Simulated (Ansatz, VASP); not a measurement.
## Two plane-wave programs on Ca

INCAR

```
PREC     = Accurate       # precision mode
ENCUT    = 520            # plane-wave cutoff, eV
EDIFF    = 1E-6           # SCF threshold, eV
ISMEAR   = 0              # smearing method
SIGMA    = 0.15           # smearing width, eV
LREAL    = F              # projectors in reciprocal space
LASPH    = T              # aspherical terms in the spheres
NELM     = 60             # most SCF steps
ALGO     = Normal         # electronic algorithm
ISIF     = 2              # what is computed and relaxed
LWAVE    = F              # write WAVECAR
LCHARG   = F              # write CHGCAR
GGA      = PS             # functional
NBANDS   = 11             # bands
```

KPOINTS

```
regular mesh
0
Gamma
  14 14 14
```

POSCAR

```
Ca
1.0
    0.0000000000      2.7942000000      2.7942000000
    2.8919970000      0.0000000000      2.7942000000
    2.8919970000      2.7942000000      0.0000000000
Ca
1
Direct
    0.0000000000      0.0000000000      0.0000000000
```

Input for Ansatz:

```yaml
crystal:
  lattice:
    - [0.0, 2.7942, 2.7942]
    - [2.891997, 0.0, 2.7942]
    - [2.891997, 2.7942, 0.0]
  atoms:
    - { symbol: Ca, position: [0.0, 0.0, 0.0] }
basis:
  ecutwfc: 420
kpoints:
  mp_grid: { grid: [14, 14, 14] }
hamiltonian:
  xc: pbesol
scf:
  occupations: { method: gaussian, width: 0.15 }
output:
  forces: true
  stress: true
  eigenvalues: true
```

Change from the starting cell: strain +0.0350 x Voigt [1, 0, 0, 0, 0, 0], atoms carried along.

Alike in both runs: task single point; functional PBEsol; k mesh 14 × 14 × 14; occupations gaussian, width 0.15 eV; no spin polarisation.

|  | VASP | Ansatz |
| --- | --- | --- |
| version | VASP 6.6.1 | Ansatz 0.2.0 |
| potentials or method | VASP PAW PBE potentials, release 64 (Ca_sv), cutoff 520 eV | scalar-relativistic, plane waves, PAW |
| valence electrons in the cell | 10 | 10 |

```csv
,VASP,Ansatz,Ansatz less VASP
gap on the k mesh at the Fermi level (eV),none,none,-
pressure (GPa),-1.6,-1.6,+0.01
"traceless stress, the component that is largest in VASP (GPa)",-0.20,-0.20,0.000
```

VASP's potentials were made for PBE, not for PBEsol. A gap of «none» marks a metal or a gap that the smearing closes.
